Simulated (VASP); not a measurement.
# AlN (F-43m) in VASP: notebook, part 2 of 2

VASP 6.6.1.

## 3. Single point, PBE

Contents of INCAR:

```
SYSTEM = AlN
ALGO = Normal ; EDIFF = 1E-6
ENCUT = 520 ; GGA = PE
ISIF = 2 ; ISMEAR = -1
LASPH = .TRUE. ; LCHARG = .FALSE.
LREAL = .FALSE. ; LWAVE = .FALSE.
NBANDS = 11 ; NELM = 100
PREC = Accurate ; SIGMA = 0.02
```

Contents of KPOINTS:

```
k-points
0
G
  5 5 5
  0 0 0
```

Contents of POSCAR:

```
AlN
1.0
    0.0000000000      2.1839935596      2.1839935596
    2.1839935596      0.0000000000      2.1839935596
    2.1839935596      2.1839935596      0.0000000000
Al N
1 1
Direct
    0.0000000000      0.0000000000      0.0000000000
    0.2500000000      0.2500000000      0.2500000000
```

Potentials or basis: VASP PAW PBE potentials, release 64 (Al, N).

On the command line:

```bash
cat potpaw_PBE.64/Al/POTCAR potpaw_PBE.64/N/POTCAR > POTCAR
mpirun -np 1 vasp_std > vasp.out
```

OUTCAR:

```text
SYSTEM = AlN
   EDIFF = 1E-6
   ENCUT = 520
   GGA = PE
   ISIF = 2
   ISMEAR = -1
   LASPH = .TRUE.
   LREAL = .FALSE.
   NELM = 100
   PREC = Accurate

 ion  position               nearest neighbor table
   1  0.000  0.000  0.000-   2 1.89   2 1.89   2 1.89   2 1.89
   2  0.250  0.250  0.250-   1 1.89   1 1.89   1 1.89   1 1.89

  LATTYP: Found a face centered cubic cell.
 ALAT       =     4.3679871192

  Lattice vectors:

 A1 = (   0.0000000000,   2.1839935596,   2.1839935596)
 A2 = (   2.1839935596,   0.0000000000,   2.1839935596)
 A3 = (   2.1839935596,   2.1839935596,   0.0000000000)

Analysis of symmetry for initial positions (statically):
=====================================================================
 Subroutine PRICEL returns:
 Original cell was already a primitive cell.

 Routine SETGRP: Setting up the symmetry group for a
 face centered cubic supercell.

 Subroutine GETGRP returns: Found 24 space group operations
 (whereof 24 operations were pure point group operations)
 out of a pool of 48 trial point group operations.

The static configuration has the point symmetry T_d .

Analysis of symmetry for dynamics (positions and initial velocities):
=====================================================================
 Subroutine PRICEL returns:
 Original cell was already a primitive cell.

 Routine SETGRP: Setting up the symmetry group for a
 face centered cubic supercell.

 Subroutine GETGRP returns: Found 24 space group operations
 (whereof 24 operations were pure point group operations)
 out of a pool of 48 trial point group operations.

The dynamic configuration has the point symmetry T_d .

 Subroutine INISYM returns: Found 24 space group operations
 (whereof 24 operations are pure point group operations),
 and found     1 'primitive' translations

----------------------------------------------------------------------------------------

                                     Primitive cell

  volume of cell :      20.8345

  direct lattice vectors                    reciprocal lattice vectors
     0.000000000  2.183993560  2.183993560    -0.228938404  0.228938404  0.228938404
     2.183993560  0.000000000  2.183993560     0.228938404 -0.228938404  0.228938404
     2.183993560  2.183993560  0.000000000     0.228938404  0.228938404 -0.228938404

  length of vectors
     3.088633312  3.088633312  3.088633312     0.396532948  0.396532948  0.396532948

  position of ions in fractional coordinates (direct lattice)
     0.000000000  0.000000000  0.000000000
     0.250000000  0.250000000  0.250000000

  ion indices of the primitive-cell ions
   primitive index   ion index
                 1           1
                 2           2

----------------------------------------------------------------------------------------

 KPOINTS: k-points

Automatic generation of k-mesh.
 Grid dimensions read from file:
 generate k-points for:    5    5    5

 Generating k-lattice:

  Cartesian coordinates                     Fractional coordinates (reciprocal lattice)
    -0.045787681  0.045787681  0.045787681     0.200000000  0.000000000  0.000000000
     0.045787681 -0.045787681  0.045787681     0.000000000  0.200000000  0.000000000
     0.045787681  0.045787681 -0.045787681     0.000000000  0.000000000  0.200000000

  Length of vectors
     0.079306590  0.079306590  0.079306590

  Shift w.r.t. Gamma in fractional coordinates (k-lattice)
     0.000000000  0.000000000  0.000000000

 Subroutine IBZKPT returns following result:
 ===========================================

 Found     10 irreducible k-points:

 Following reciprocal coordinates:
            Coordinates               Weight
  0.000000  0.000000  0.000000      1.000000
  0.200000  0.000000  0.000000      8.000000
  0.400000  0.000000  0.000000      8.000000
  0.200000  0.200000  0.000000      6.000000
  0.400000  0.200000  0.000000     24.000000
 -0.400000  0.200000  0.000000     24.000000
 -0.200000  0.200000  0.000000     12.000000
  0.400000  0.400000  0.000000      6.000000
 -0.400000  0.400000  0.000000     12.000000
 -0.400000  0.400000  0.200000     24.000000
   k-points           NKPTS =     10   k-points in BZ     NKDIM =     10   number of bands    NBANDS=     11
   number of dos      NEDOS =    301   number of ions     NIONS =      2
   total plane-waves  NPLWV =  13824
   dimension x,y,z NGX =    24 NGY =   24 NGZ =   24
   dimension x,y,z NGXF=    48 NGYF=   48 NGZF=   48
   ions per type =               1   1
   NGX,Y,Z   is equivalent  to a cutoff of  12.92, 12.92, 12.92 a.u.
   NGXF,Y,Z  is equivalent  to a cutoff of  25.84, 25.84, 25.84 a.u.
 SYSTEM =  AlN
   PREC   = accura    normal or accurate (medium, high low for compatibility)
   ISTART =      0    job   : 0-new  1-cont  2-samecut
   ICHARG =      2    charge: 1-file 2-atom 10-const
   ISPIN  =      1    spin polarized calculation?
   LNONCOLLINEAR =      F non collinear calculations
   LSORBIT =      F    spin-orbit coupling
   LASPH  =      T    aspherical Exc in radial PAW
   ENCUT  =  520.0 eV  38.22 Ry    6.18 a.u.   5.74  5.74  5.74*2*pi/ulx,y,z
   NELM   =    100;   NELMIN=  2; NELMDL= -5     # of ELM steps
   EDIFF  = 0.1E-05   stopping-criterion for ELM
   LREAL  =      F    real-space projection
   EDIFFG = 0.1E-04   stopping-criterion for IOM
   NSW    =      0    number of steps for IOM
   IBRION =     -1    ionic relax: 0-MD 1-quasi-New 2-CG
   NFREE  =      0    steps in history (QN), initial steepest desc. (CG)
   ISIF   =      2    stress and relaxation
   ISYM   =      2    0-nonsym 1-usesym 2-fastsym
   POTIM  = 0.5000    time-step for ionic-motion
   TEBEG  =    0.0;   TEEND  =   0.0 temperature during run
   PSTRESS=    0.0 pullay stress
   NELECT =       8.0000    total number of electrons
   NUPDOWN=      -1.0000    fix difference up-down
   EMIN   =  10.00;   EMAX   =-10.00  energy-range for DOS
   EFERMI =   0.00;   METHOD = LEGACY
   ISMEAR =    -1;   SIGMA  =   0.02  broadening in eV -4-tet -1-fermi 0-gaus
   EFERMI_NEDOS =   21; number of points for ismear=-14 and -15
   IALGO  =     38    algorithm
   IMIX   =      4    mixing-type and parameters
     AMIX     =   0.40;   BMIX     =  1.00
     AMIX_MAG =   1.60;   BMIX_MAG =  1.00
  volume/ion in A,a.u.               =      10.42        70.30
  Fermi-wavevector in a.u.,A,eV,Ry     =   1.189899  2.248583 19.263943  1.415860
  Thomas-Fermi vector in A             =   2.325996
   LORBIT       =      0    0 simple, 1 ext, 2 COOP (PROOUT), +10 PAW based schemes
   GGA     = PE    functional components
   LHFCALC =     F    Hartree Fock is set to
   AEXX    =    0.0000 exact exchange contribution
   IVDW    =     0    specifies the selected vdW correction
   LEPSILON=     F    determine dielectric tensor
   LRPA    =     F    only Hartree local field effects (RPA)
 non-spin polarized calculation
  energy-cutoff  :      520.00
  volume of cell :       20.83
 maximum number of plane-waves:       568
   NGX = 11   NGY = 11   NGZ = 11

 number of electron       8.0000000 magnetization

 Free energy of the ion-electron system (eV)
  ---------------------------------------------------
  ext. energy  EPLUGINS =         0.00000000
  ---------------------------------------------------
  free energy    TOTEN  =       -14.83271097 eV

  energy without entropy =      -14.83271097  energy(sigma->0) =      -14.83271097

 E-fermi :   6.4406     XC(G=0): -10.9317

 val. band max:        5.9781005740   @ k =   0.0000   0.0000   0.0000
 cond. band min:       9.8706452873   @ k =   0.4000   0.4000   0.0000
 fundamental gap:      3.8925447133
 Fermi energy:         6.4406174425

 k-point     1 :       0.0000    0.0000    0.0000
  band No.  band energies     occupation
      1      -9.0045      2.00000
      2       5.9781      2.00000
      3       5.9781      2.00000
      4       5.9781      2.00000
      5      10.1709      0.00000
      6      18.5315      0.00000
      7      18.5315      0.00000
      8      18.5315      0.00000
      9      23.6600      0.00000
     10      23.6600      0.00000
     11      25.0623      0.00000
[... 113 lines left out ...]
 k-point    10 :      -0.4000    0.4000    0.2000
  band No.  band energies     occupation
      1      -6.4848      2.00000
      2       1.6252      2.00000
      3       3.0489      2.00000
      4       4.0957      2.00000
      5      12.0993      0.00000
      6      16.7294      0.00000
      7      17.2375      0.00000
      8      19.4136      0.00000
      9      22.5656      0.00000
     10      25.1886      0.00000
     11      30.5751      0.00000

------------------------ aborting loop because EDIFF is reached ----------------------------------------

  FORCE on cell =-STRESS in cart. coord.  units (eV):
  Direction    XX          YY          ZZ          XY          YZ          ZX
  --------------------------------------------------------------------------------------
  -------------------------------------------------------------------------------------
  Total        0.5960887      0.5960887      0.5960887      0.0000000      0.0000000     -0.0000000
  in kB       45.8392410     45.8392410     45.8392410      0.0000000      0.0000000     -0.0000000
  external PRESSURE =      45.8392410 kB  Pullay stress =       0.0000000 kB

 VOLUME and BASIS-vectors are now :
 -----------------------------------------------------------------------------
  energy-cutoff  :      520.00
  volume of cell :       20.83
      direct lattice vectors                 reciprocal lattice vectors
     0.000000000  2.183993560  2.183993560    -0.228938404  0.228938404  0.228938404
     2.183993560  0.000000000  2.183993560     0.228938404 -0.228938404  0.228938404
     2.183993560  2.183993560  0.000000000     0.228938404  0.228938404 -0.228938404

 POSITION                                       TOTAL-FORCE (eV/Angst)
 -----------------------------------------------------------------------------------
      0.00000      0.00000      0.00000        -0.000000     -0.000000     -0.000000
      1.09200      1.09200      1.09200         0.000000      0.000000      0.000000
 -----------------------------------------------------------------------------------
    total drift:                                0.000000      0.000000      0.000000

  FREE ENERGIE OF THE ION-ELECTRON SYSTEM (eV)
  ---------------------------------------------------
  free  energy   TOTEN  =       -14.8327109671 eV

  energy  without entropy=      -14.8327109671  energy(sigma->0) =      -14.83271097
```

OSZICAR:

```text
N       E                     dE             d eps       ncg     rms          rms(c)
DAV:   1     0.659783457698E+01    0.65978E+01   -0.36315E+03   236   0.582E+02
DAV:   2    -0.164842672137E+02   -0.23082E+02   -0.22307E+02   261   0.130E+02
DAV:   3    -0.172161912741E+02   -0.73192E+00   -0.73095E+00   268   0.210E+01
DAV:   4    -0.172196234767E+02   -0.34322E-02   -0.34319E-02   247   0.161E+00
DAV:   5    -0.172196634357E+02   -0.39959E-04   -0.39959E-04   267   0.170E-01    0.863E+00
DAV:   6    -0.148434187602E+02    0.23762E+01   -0.11861E+01   258   0.173E+01    0.284E+00
DAV:   7    -0.148390964251E+02    0.43223E-02   -0.16840E-01   244   0.322E+00    0.206E+00
DAV:   8    -0.148338893648E+02    0.52071E-02   -0.26430E-02   238   0.156E+00    0.568E-01
DAV:   9    -0.148326484430E+02    0.12409E-02   -0.34118E-03   268   0.350E-01    0.233E-01
DAV:  10    -0.148327003864E+02   -0.51943E-04   -0.39078E-04   232   0.128E-01    0.178E-02
DAV:  11    -0.148327110696E+02   -0.10683E-04   -0.11470E-05   265   0.250E-02    0.158E-02
DAV:  12    -0.148327109671E+02    0.10253E-06   -0.43961E-07   137   0.513E-03
   1 F= -.14832711E+02 E0= -.14832711E+02  d E =-.209754E-11
```

stdout:

```text
POSCAR found type information on POSCAR AlN
 POSCAR found :  2 types and       2 ions
 scaLAPACK will be used
 LDA part: xc-table for (Slater+PW92), standard interpolation
 POSCAR, INCAR and KPOINTS ok, starting setup
 FFT: planning ... GRIDC
 FFT: planning ... GRID_SOFT
 FFT: planning ... GRID
 WAVECAR not read
 entering main loop
```

It took 4.1 s on 1 thread of Intel Xeon 8259CL, shared host; peak memory 0.13 GiB.

What came out:

* Free energy: -14.8327 eV
* Pressure: 4.6 GPa
* Band gap on the k mesh: 3.89 eV, indirect (least direct gap 4.19 eV)

Levels at points of the mesh, in eV from the valence-band top:
```
           k point  band 2  band 3  band 4  band 5  band 6  band 7
(0.00, 0.00, 0.00)    0.00    0.00    0.00    4.19   12.55   12.55
```

Caveat: the k points lie up to 0.50 Å⁻¹ apart. A k mesh can miss the band edges.

## 4. Single point, SVWN5

This run uses another cell than the first one, of 9.79 Å³/atom, 0.940 times its volume.

Contents of INCAR:

```
SYSTEM = AlN
PREC = Accurate
ENCUT = 520
EDIFF = 1E-7
ISMEAR = -1
SIGMA = 0.05
LREAL = .FALSE.
LASPH = .TRUE.
NELM = 80
ALGO = Normal
ISIF = 2
LWAVE = .FALSE.
LCHARG = .FALSE.
GGA = VW
NBANDS = 11
```

Contents of KPOINTS:

```
Automatic mesh
0
G
  10 10 10
  0 0 0
```

Contents of POSCAR:

```
AlN
1.0
    0.0000000000      2.1394097525      2.1394097525
    2.1394097525      0.0000000000      2.1394097525
    2.1394097525      2.1394097525      0.0000000000
Al N
1 1
Direct
    0.0000000000      0.0000000000      0.0000000000
    0.2500000000      0.2500000000      0.2500000000
```

On the command line:

```bash
cat potpaw_PBE.64/Al/POTCAR potpaw_PBE.64/N/POTCAR > POTCAR
mpirun -np 1 vasp_std > vasp.out
```

Run time: 7 s. Hardware: 1 thread of Intel Xeon 8259CL, shared host; peak memory 0.12 GiB.

It converged, with:

```yaml
Free_energy: -16.3318 eV
Pressure: 11.1 GPa
Band_gap_on_the_k_mesh: 3.26 eV, indirect (least direct gap 4.79 eV)
```

Levels at points of the mesh, in eV from the valence-band top:
```tsv
k point	band 1	band 2	band 3	band 4	band 5	band 6	band 7	band 8
(0.00, 0.00, 0.00)	-15.21	0.00	0.00	0.00	4.79	12.97	12.97	12.97
(0.50, 0.00, 0.00)	-12.89	-6.18	-0.49	-0.49	7.84	10.19	11.38	11.38
(0.50, 0.50, 0.00)	-12.17	-5.15	-1.86	-1.86	3.26	8.80	14.60	16.28
```

Caveat: the PAW data sets were made with another functional, which shifts forces and pressure a little. A k mesh can miss the band edges.

## 5. Single point, PBE+D3(BJ)

This run uses another cell than the first one, of 10.45 Å³/atom, 1.003 times its volume.

Contents of INCAR:

```
PREC = Accurate
ENCUT = 520
EDIFF = 1E-6
ISMEAR = -1
SIGMA = 0.05
LREAL = F
LASPH = T
NELM = 100
ALGO = Normal
ISIF = 2
LWAVE = F
LCHARG = F
GGA = PE
IVDW = 12
NBANDS = 11
```

Contents of KPOINTS:

```
regular mesh
0
Gamma
  10 10 10
```

Contents of POSCAR:

```
AlN
1.0
    0.0000000000      2.1861098558      2.1861098558
    2.1861098558      0.0000000000      2.1861098558
    2.1861098558      2.1861098558      0.0000000000
Al N
1 1
Direct
    0.0000000000      0.0000000000      0.0000000000
    0.2500000000      0.2500000000      0.2500000000
```

On the command line:

```bash
cat potpaw_PBE.64/Al/POTCAR potpaw_PBE.64/N/POTCAR > POTCAR
mpirun -np 1 vasp_std > vasp.out
```

It took 7.6 s on 1 thread of Intel Xeon 8259CL, shared host; peak memory 0.15 GiB.

The run converged. Its results:

```yaml
Free_energy: -15.3799 eV
Pressure: -0.3 GPa
Band_gap_on_the_k_mesh: 3.32 eV, indirect (least direct gap 4.17 eV)
Dispersion_energy_per_atom: -0.269 eV
```

Levels at points of the mesh, in eV from the valence-band top:
```csv
k point,band 1,band 2,band 3,band 4,band 5,band 6,band 7,band 8,band 9
"(0.00, 0.00, 0.00)",-14.96,0.00,0.00,0.00,4.17,12.53,12.53,12.53,17.67
"(0.50, 0.00, 0.00)",-12.92,-5.84,-0.48,-0.48,7.35,9.84,11.13,11.13,17.95
"(0.50, 0.50, 0.00)",-12.29,-4.89,-1.77,-1.77,3.32,8.60,13.92,15.70,15.70
```

A k mesh can miss the band edges. Expect the measured gap to be larger: semilocal functionals such as PBE lack the derivative discontinuity.

## 6. Overview

```tsv
level	cell	k mesh	smearing	grid for exact exchange (PRECFOCK)	share of exact exchange	screening parameter	gap on the mesh (eV)	pressure (GPa)
PBE-based screened hybrid	a = 3.089 Å, angles 60.0°, 2 atoms	6 × 6 × 6	fermi-dirac 0.05 eV	Normal	0.5	0.20787 1/Å	5.86	-5.7
PBE	a = 3.089 Å, angles 60.0°, 2 atoms	5 × 5 × 5	fermi-dirac 0.02 eV	-	-	-	3.89	4.6
SVWN5	a = 3.026 Å, angles 60.0°, 2 atoms	10 × 10 × 10	fermi-dirac 0.05 eV	-	-	-	3.26	11.1
PBE+D3(BJ)	a = 3.092 Å, angles 60.0°, 2 atoms	10 × 10 × 10	fermi-dirac 0.05 eV	-	-	-	3.32	-0.3
```

Alike in all rows: task single point; potentials or basis VASP PAW PBE potentials, release 64 (Al, N); no spin polarisation; cutoff (eV) 520.

Caveats: some runs use coarse meshes; the PAW data sets were made with another functional, which shifts forces and pressure a little (some runs).

Absolute energies hang on the potentials; compare differences alone.
